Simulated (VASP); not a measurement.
# Ir (P6_3/mmc) in VASP: settings compared

Aim: see how the results for Ir move with the level of theory and the settings. Levels: PBE, PBEsol. Tasks: single point.

Everything below comes from runs of VASP 6.6.1. Logs are shortened: lines on timing, memory, paths and dates and some standing lists are left out, and cuts for length are marked.

## 1. The cell of the first run

Symmetry: P6_3/mmc, No. 194, hexagonal system. The conventional cell has a = 2.723 Å, b = 2.723 Å, c = 4.415 Å, α = 90.00°, β = 90.00°, γ = 120.00°. Ir (site symmetry -6m2) has 12 Ir at 2.71 to 2.72 Å within 3.6 Å.

## 2. Single point, PBE

Input file INCAR:

```
PREC = Accurate ; ENCUT = 520
EDIFF = 1E-6 ; ISMEAR = -1
SIGMA = 0.05 ; LREAL = False
LASPH = True ; NELM = 100
ALGO = Fast ; ISIF = 2
LWAVE = False ; LCHARG = False
GGA = PE ; NBANDS = 16
```

Input file KPOINTS:

```
regular mesh
0
Gamma
  11 11 6
```

Input file POSCAR:

```
Ir
1.0
    2.7234215428      0.0000000000      0.0000000000
   -1.3617107714      2.3585522413      0.0000000000
    0.0000000000      0.0000000000      4.4152592530
Ir
2
Direct
    0.3333333333      0.6666666667      0.2500000000
    0.6666666667      0.3333333333      0.7500000000
```

Potentials or basis: VASP PAW PBE potentials, release 64 (Ir).

On the command line:

```
> cat potpaw_PBE.64/Ir/POTCAR > POTCAR
> mpirun -np 1 vasp_std > vasp.out
```

OUTCAR:

```text
PREC = Accurate
   ENCUT = 520
   EDIFF = 1E-6
   ISMEAR = -1
   LREAL = False
   LASPH = True
   NELM = 100
   ISIF = 2
   GGA = PE

 ion  position               nearest neighbor table
   1  0.333  0.667  0.250-   2 2.71   2 2.71   2 2.71   2 2.71   2 2.71   2 2.71
   2  0.667  0.333  0.750-   1 2.71   1 2.71   1 2.71   1 2.71   1 2.71   1 2.71

  LATTYP: Found a hexagonal cell.
 ALAT       =     2.7234215428
 C/A-ratio  =     1.6212177159

  Lattice vectors:

 A1 = (   2.7234215428,   0.0000000000,   0.0000000000)
 A2 = (  -1.3617107714,   2.3585522413,   0.0000000000)
 A3 = (   0.0000000000,   0.0000000000,   4.4152592530)

Analysis of symmetry for initial positions (statically):
=====================================================================
 Subroutine PRICEL returns:
 Original cell was already a primitive cell.

 Routine SETGRP: Setting up the symmetry group for a
 hexagonal supercell.

 Subroutine GETGRP returns: Found 24 space group operations
 (whereof 12 operations were pure point group operations)
 out of a pool of 24 trial point group operations.

The static configuration has the point symmetry D_3d.
 The point group associated with its full space group is D_6h.

Analysis of symmetry for dynamics (positions and initial velocities):
=====================================================================
 Subroutine PRICEL returns:
 Original cell was already a primitive cell.

 Routine SETGRP: Setting up the symmetry group for a
 hexagonal supercell.

 Subroutine GETGRP returns: Found 24 space group operations
 (whereof 12 operations were pure point group operations)
 out of a pool of 24 trial point group operations.

The dynamic configuration has the point symmetry D_3d.
 The point group associated with its full space group is D_6h.

 Subroutine INISYM returns: Found 24 space group operations
 (whereof 12 operations are pure point group operations),
 and found     1 'primitive' translations

----------------------------------------------------------------------------------------

                                     Primitive cell

  volume of cell :      28.3607

  direct lattice vectors                    reciprocal lattice vectors
     2.723421543  0.000000000  0.000000000     0.367185169  0.211994456  0.000000000
    -1.361710771  2.358552241  0.000000000     0.000000000  0.423988913  0.000000000
     0.000000000  0.000000000  4.415259253     0.000000000  0.000000000  0.226487267

  length of vectors
     2.723421543  2.723421543  4.415259253     0.423988913  0.423988913  0.226487267

  position of ions in fractional coordinates (direct lattice)
     0.333333333  0.666666667  0.250000000
     0.666666667  0.333333333  0.750000000

  ion indices of the primitive-cell ions
   primitive index   ion index
                 1           1
                 2           2

----------------------------------------------------------------------------------------

 KPOINTS: regular mesh

Automatic generation of k-mesh.
 Grid dimensions read from file:
 generate k-points for:   11   11    6

 Generating k-lattice:

  Cartesian coordinates                     Fractional coordinates (reciprocal lattice)
     0.033380470  0.019272223  0.000000000     0.090909091  0.000000000  0.000000000
     0.000000000  0.038544447  0.000000000     0.000000000  0.090909091  0.000000000
     0.000000000  0.000000000  0.037747878     0.000000000  0.000000000  0.166666667

  Length of vectors
     0.038544447  0.038544447  0.037747878

  Shift w.r.t. Gamma in fractional coordinates (k-lattice)
     0.000000000  0.000000000  0.000000000

 Subroutine IBZKPT returns following result:
 ===========================================

 Found     64 irreducible k-points:

 Following reciprocal coordinates:
            Coordinates               Weight
  0.000000  0.000000  0.000000      1.000000
  0.090909  0.000000  0.000000      6.000000
  0.181818 -0.000000  0.000000      6.000000
  0.272727  0.000000  0.000000      6.000000
  0.363636 -0.000000  0.000000      6.000000
  0.454545  0.000000  0.000000      6.000000
[... 16 lines left out ...]
  0.090909  0.090909  0.166667     12.000000
  0.181818  0.090909  0.166667     24.000000
 [... further k-points ...]
   k-points           NKPTS =     64   k-points in BZ     NKDIM =     64   number of bands    NBANDS=     16
   number of dos      NEDOS =    301   number of ions     NIONS =      2
   total plane-waves  NPLWV =  14400
   dimension x,y,z NGX =    20 NGY =   20 NGZ =   36
   dimension x,y,z NGXF=    40 NGYF=   40 NGZF=   72
   ions per type =               2
   NGX,Y,Z   is equivalent  to a cutoff of  12.21, 12.21, 13.55 a.u.
   NGXF,Y,Z  is equivalent  to a cutoff of  24.42, 24.42, 27.11 a.u.
 SYSTEM =  unknown system
   PREC   = accura    normal or accurate (medium, high low for compatibility)
   ISTART =      0    job   : 0-new  1-cont  2-samecut
   ICHARG =      2    charge: 1-file 2-atom 10-const
   ISPIN  =      1    spin polarized calculation?
   LNONCOLLINEAR =      F non collinear calculations
   LSORBIT =      F    spin-orbit coupling
   LASPH  =      T    aspherical Exc in radial PAW
   ENCUT  =  520.0 eV  38.22 Ry    6.18 a.u.   5.06  5.06  8.21*2*pi/ulx,y,z
   NELM   =    100;   NELMIN=  2; NELMDL= -5     # of ELM steps
   EDIFF  = 0.1E-05   stopping-criterion for ELM
   LREAL  =      F    real-space projection
   EDIFFG = 0.1E-04   stopping-criterion for IOM
   NSW    =      0    number of steps for IOM
   IBRION =     -1    ionic relax: 0-MD 1-quasi-New 2-CG
   NFREE  =      0    steps in history (QN), initial steepest desc. (CG)
   ISIF   =      2    stress and relaxation
   ISYM   =      2    0-nonsym 1-usesym 2-fastsym
   POTIM  = 0.5000    time-step for ionic-motion
   TEBEG  =    0.0;   TEEND  =   0.0 temperature during run
   PSTRESS=    0.0 pullay stress
   NELECT =      18.0000    total number of electrons
   NUPDOWN=      -1.0000    fix difference up-down
   EMIN   =  10.00;   EMAX   =-10.00  energy-range for DOS
   EFERMI =   0.00;   METHOD = LEGACY
   ISMEAR =    -1;   SIGMA  =   0.05  broadening in eV -4-tet -1-fermi 0-gaus
   EFERMI_NEDOS =   21; number of points for ismear=-14 and -15
   IALGO  =     68    algorithm
   IMIX   =      4    mixing-type and parameters
     AMIX     =   0.40;   BMIX     =  1.00
     AMIX_MAG =   1.60;   BMIX_MAG =  1.00
  volume/ion in A,a.u.               =      14.18        95.69
  Fermi-wavevector in a.u.,A,eV,Ry     =   1.406890  2.658637 26.930548  1.979339
  Thomas-Fermi vector in A             =   2.529205
   LORBIT       =      0    0 simple, 1 ext, 2 COOP (PROOUT), +10 PAW based schemes
   GGA     = PE    functional components
   LHFCALC =     F    Hartree Fock is set to
   AEXX    =    0.0000 exact exchange contribution
   IVDW    =     0    specifies the selected vdW correction
   LEPSILON=     F    determine dielectric tensor
   LRPA    =     F    only Hartree local field effects (RPA)
 non-spin polarized calculation
 RMM-DIIS sequential band-by-band and
  energy-cutoff  :      520.00
  volume of cell :       28.36
 maximum number of plane-waves:       784
   NGX = 11   NGY = 11   NGZ = 17

 number of electron      18.0000000 magnetization

 Free energy of the ion-electron system (eV)
  ---------------------------------------------------
  ext. energy  EPLUGINS =         0.00000000
  ---------------------------------------------------
  free energy    TOTEN  =       -17.50933932 eV

  energy without entropy =      -17.48477327  energy(sigma->0) =      -17.49705629

 E-fermi :  10.4708     XC(G=0): -13.9746

 val. band max:       10.4599223087   @ k =   0.3636   0.1818   0.1667
 cond. band min:      10.4750079779   @ k =   0.2727   0.0909   0.3333
 fundamental gap:      0.0150856693
 Fermi energy:        10.4707980439

 k-point     1 :       0.0000    0.0000    0.0000
  band No.  band energies     occupation
      1      -0.7288      2.00000
      2       2.3155      2.00000
      3       6.5434      2.00000
      4       6.6444      2.00000
      5       6.6444      2.00000
      6       7.3038      2.00000
[... 8 lines left out ...]
     15      26.9081      0.00000
     16      27.9755      0.00000

 k-point     2 :       0.0909    0.0000    0.0000
  band No.  band energies     occupation
      1      -0.4081      2.00000
      2       2.5982      2.00000
      3       6.1038      2.00000
      4       6.9155      2.00000
      5       6.9983      2.00000
      6       7.1615      2.00000
[... 8 lines left out ...]
     15      27.3203      0.00000
     16      28.4495      0.00000

 k-point     3 :       0.1818   -0.0000    0.0000
  band No.  band energies     occupation
      1       0.4811      2.00000
      2       3.2628      2.00000
      3       5.5958      2.00000
      4       6.2778      2.00000
      5       6.6924      2.00000
      6       7.4500      2.00000
[... 8 lines left out ...]
     15      27.6364      0.00000
     16      28.3470      0.00000

 k-point     4 :       0.2727    0.0000    0.0000
  band No.  band energies     occupation
      1       1.6704      2.00000
      2       3.5580      2.00000
      3       4.9997      2.00000
      4       5.6354      2.00000
      5       6.5328      2.00000
      6       6.9646      2.00000
[... 8 lines left out ...]
     15      25.8966      0.00000
     16      26.0943      0.00000
[... 324 lines left out ...]
 k-point    22 :       0.4545    0.0000    0.1667
  band No.  band energies     occupation
      1       2.5892      2.00000
      2       3.0459      2.00000
      3       4.2929      2.00000
      4       5.3604      2.00000
      5       6.6076      2.00000
      6       7.4488      2.00000
[... 8 lines left out ...]
     15      22.9363      0.00000
     16      23.5171      0.00000

 k-point    23 :       0.0909    0.0909    0.1667
  band No.  band energies     occupation
      1       0.4846      2.00000
      2       3.1531      2.00000
      3       5.7168      2.00000
      4       6.0706      2.00000
      5       6.6347      2.00000
      6       7.1145      2.00000
[... 8 lines left out ...]
     15      27.6548      0.00000
     16      28.1118      0.00000

 k-point    24 :       0.1818    0.0909    0.1667
  band No.  band energies     occupation
      1       1.4990      2.00000
      2       3.8519      2.00000
      3       5.1187      2.00000
      4       5.3513      2.00000
      5       6.3487      2.00000
      6       6.9749      2.00000
[... 8 lines left out ...]
     15      25.8719      0.00000
     16      27.1107      0.00000

 [... further k-points ...]

------------------------ aborting loop because EDIFF is reached ----------------------------------------

  FORCE on cell =-STRESS in cart. coord.  units (eV):
  Direction    XX          YY          ZZ          XY          YZ          ZX
  --------------------------------------------------------------------------------------
  -------------------------------------------------------------------------------------
  Total        1.8776513      1.8776513      1.8875085      0.0000000      0.0000000      0.0000000
  in kB      106.0739976    106.0739976    106.6308606      0.0000000      0.0000000      0.0000000
  external PRESSURE =     106.2596186 kB  Pullay stress =       0.0000000 kB

 VOLUME and BASIS-vectors are now :
 -----------------------------------------------------------------------------
  energy-cutoff  :      520.00
  volume of cell :       28.36
      direct lattice vectors                 reciprocal lattice vectors
     2.723421543  0.000000000  0.000000000     0.367185169  0.211994456  0.000000000
    -1.361710771  2.358552241  0.000000000     0.000000000  0.423988913  0.000000000
     0.000000000  0.000000000  4.415259253     0.000000000  0.000000000  0.226487267

 POSITION                                       TOTAL-FORCE (eV/Angst)
 -----------------------------------------------------------------------------------
     -0.00000      1.57237      1.10381         0.000000      0.000000      0.000000
      1.36171      0.78618      3.31144        -0.000000     -0.000000      0.000000
 -----------------------------------------------------------------------------------
    total drift:                               -0.000000      0.000000     -0.000000

  FREE ENERGIE OF THE ION-ELECTRON SYSTEM (eV)
  ---------------------------------------------------
  free  energy   TOTEN  =       -17.5093393165 eV

  energy  without entropy=      -17.4847732719  energy(sigma->0) =      -17.49705629
```

Run time: 15 s. Hardware: 1 thread of Intel Xeon 6975P-C (Granite Rapids), shared host; peak memory 0.15 GiB.

Results:

| Quantity | Value |
| --- | --- |
| Free energy | -17.5093 eV |
| Pressure | 10.6 GPa |
| Band gap on the k mesh | zero (band 9 reaches 11.45 eV, above the bottom of band 10 at 8.21 eV) |

Caveat: spin-orbit coupling is left out, which moves the levels of the heavy elements.

## 3. Single point, PBE

This run uses another cell than the first one, of 14.57 Å³/atom, 1.028 times its volume.

Input file INCAR:

```
SYSTEM = Ir
  PREC = Accurate
  ENCUT = 520
  EDIFF = 1E-6
  ISMEAR = -1
  SIGMA = 0.05
  LREAL = .FALSE.
  LASPH = .TRUE.
  NELM = 100
  ALGO = Normal
  ISIF = 2
  LWAVE = .FALSE.
  LCHARG = .FALSE.
  GGA = PE
  NBANDS = 16
```

Input file KPOINTS:

```
Automatic mesh
0
G
  11 11 6
  0 0 0
```

Input file POSCAR:

```
Ir
1.0
    2.7488769554      0.0000000000      0.0000000000
   -1.3744384777      2.3805972752      0.0000000000
    0.0000000000      0.0000000000      4.4532896323
Ir
2
Direct
    0.3333333333      0.6666666667      0.2500000000
    0.6666666667      0.3333333333      0.7500000000
```

Potentials or basis: VASP PAW PBE potentials, release 64 (Ir).

On the command line:

```
> cat potpaw_PBE.64/Ir/POTCAR > POTCAR
> mpirun -np 1 vasp_std > vasp.out
```

Run time: 10 s. Hardware: 1 thread of Intel Xeon 6975P-C (Granite Rapids), shared host; peak memory 0.15 GiB.

Results (log left out):

```yaml
Free_energy: -17.5362 eV
Pressure: 0.5 GPa
Band_gap_on_the_k_mesh: zero (band 9 reaches 10.93 eV, above the bottom of band 10 at 7.83 eV)
```

Levels at points of the mesh, in eV from the Fermi level:
| k point | band 6 | band 7 | band 8 | band 9 | band 10 | band 11 | band 12 | band 13 |
| --- | --- | --- | --- | --- | --- | --- | --- | --- |
| (0.00, 0.00, 0.00) | -3.03 | -3.03 | -2.28 | -2.28 | -0.72 | 0.27 | 0.27 | 6.84 |
| (0.00, 0.00, 0.50) | -3.79 | -3.79 | -3.79 | -0.45 | -0.45 | -0.45 | -0.45 | 13.60 |

Caveat: spin-orbit coupling is left out, which moves the levels of the heavy elements.

## 4. Single point, PBEsol

This run uses another cell than the first one, of 13.21 Å³/atom, 0.932 times its volume.

Input file INCAR:

```
ALGO = Normal
EDIFF = 1E-6
ENCUT = 520
GGA = PS
ISIF = 2
ISMEAR = -1
LASPH = T
LCHARG = F
LREAL = F
LWAVE = F
NBANDS = 16
NELM = 100
PREC = Accurate
SIGMA = 0.05
```

Input file KPOINTS:

```
k-points
0
Gamma
  11 11 6
```

Input file POSCAR:

```
Ir
1.0
    2.6585366684      0.0000000000      0.0000000000
   -1.3292683342      2.3023602917      0.0000000000
    0.0000000000      0.0000000000      4.3164493187
Ir
2
Direct
    0.3333333333      0.6666666667      0.2500000000
    0.6666666667      0.3333333333      0.7500000000
```

On the command line:

```
> cat potpaw_PBE.64/Ir/POTCAR > POTCAR
> mpirun -np 1 vasp_std > vasp.out
```

Wall time 13 s (1 thread of AMD EPYC 9R45 (Zen 5), shared host); peak memory 0.12 GiB.

It converged, with:

```yaml
Free_energy: -19.2937 eV
Pressure: 31.7 GPa
Band_gap_on_the_k_mesh: zero (band 9 reaches 12.73 eV, above the bottom of band 10 at 9.07 eV)
```

Stress tensor (GPa, compression positive):
```
31.67  0.00  0.00
 0.00 31.67  0.00
 0.00  0.00 31.84
```

Levels at points of the mesh, in eV from the Fermi level:
```
           k point  band 5  band 6  band 7  band 8  band 9  band 10  band 11  band 12  band 13  band 14
(0.00, 0.00, 0.00)   -4.29   -3.55   -3.55   -2.64   -2.64    -1.07     0.32     0.32     7.72    14.11
(0.00, 0.00, 0.50)   -4.42   -4.42   -4.42   -4.42   -0.50    -0.50    -0.50    -0.50    13.63    13.63
```

Caveat: the PAW data sets were made with another functional, which shifts forces and pressure a little; spin-orbit coupling is left out, which moves the levels of the heavy elements.

## 5. Summary

| level | cell | gap on the mesh (eV) | pressure (GPa) |
| --- | --- | --- | --- |
| PBE | a = 2.723, b = 2.723, c = 4.415 Å, angles 90.0, 90.0, 120.0°, 2 atoms | none | 10.6 |
| PBE | a = 2.749, b = 2.749, c = 4.453 Å, angles 90.0, 90.0, 120.0°, 2 atoms | none | 0.5 |
| PBEsol | a = 2.659, b = 2.659, c = 4.316 Å, angles 90.0, 90.0, 120.0°, 2 atoms | none | 31.7 |

Alike in all rows: task single point; potentials or basis VASP PAW PBE potentials, release 64 (Ir); no spin polarisation; k mesh 11 × 11 × 6; cutoff (eV) 520; smearing fermi-dirac 0.05 eV.

Caveats: spin-orbit coupling is left out, which moves the levels of the heavy elements; the PAW data sets were made with another functional, which shifts forces and pressure a little (some runs).

Total energies depend on the potentials used, so only differences within one code and one set of settings carry meaning.
